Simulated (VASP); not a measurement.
## Mo: single point with revPBE+D3(BJ)

Crystal: Mo.

```
CELL_PARAMETERS angstrom
-1.55148 1.55148 1.55148
1.55148 -1.55148 1.55148
1.55148 1.55148 -1.55148
ATOMIC_POSITIONS crystal
Mo 0.00000 0.00000 0.00000
```

This cell differs from its parent crystal: volume scaled by 0.94.

```
Program             : VASP 6.6.1
Task                : single point
Functional          : revPBE
Dispersion          : D3(BJ)
Potentials or basis : VASP PAW PBE potentials, release 64 (Mo_sv)
Cutoff              : 520 eV
k mesh              : 12 × 12 × 12
Occupations         : fermi-dirac, width 0.025 eV
Spin                : collinear spin, ferromagnetic start
Starting moments    : [1.14] μB
```

The pressure is 3.5 GPa and the band gap on the k mesh is zero (filled and empty bands overlap). The net moment is 0.00 μB per cell and the valence electrons inside the program's atomic spheres are Mo 12.61. The dispersion energy per atom is -1.398 eV.

Levels at points of the mesh, in eV from the Fermi level:
Spin up:
```tsv
k point	band 3	band 4	band 5	band 6	band 7	band 8	band 9	band 10	band 11	band 12
(0.00, 0.00, 0.00)	-34.42	-34.42	-7.33	-1.41	-1.41	-1.41	1.79	1.79	14.93	14.93
(0.50, 0.00, 0.00)	-34.93	-34.43	-5.56	-3.58	1.84	1.85	2.51	5.10	12.09	12.42
(0.50, 0.50, 0.50)	-35.52	-35.52	-5.76	-5.76	4.28	4.28	4.28	9.48	9.48	9.48
```
Spin down:
| k point | band 4 | band 5 | band 6 | band 7 | band 8 | band 9 | band 10 | band 11 |
| --- | --- | --- | --- | --- | --- | --- | --- | --- |
| (0.00, 0.00, 0.00) | -34.42 | -7.33 | -1.41 | -1.41 | -1.41 | 1.79 | 1.79 | 14.93 |
| (0.50, 0.00, 0.00) | -34.43 | -5.56 | -3.58 | 1.84 | 1.85 | 2.51 | 5.10 | 12.09 |
| (0.50, 0.50, 0.50) | -35.52 | -5.76 | -5.76 | 4.28 | 4.28 | 4.28 | 9.48 | 9.48 |

It took 33 s on 1 thread of AMD EPYC 7R43 64-Core Processor (Zen 3), with other jobs on the host, peak memory 0.12 GiB.

Caveat: three body term missing; the PAW data sets were made with another functional, which shifts forces and pressure a little; pairwise dispersion overbinds metals, which lowers pressure and volume.
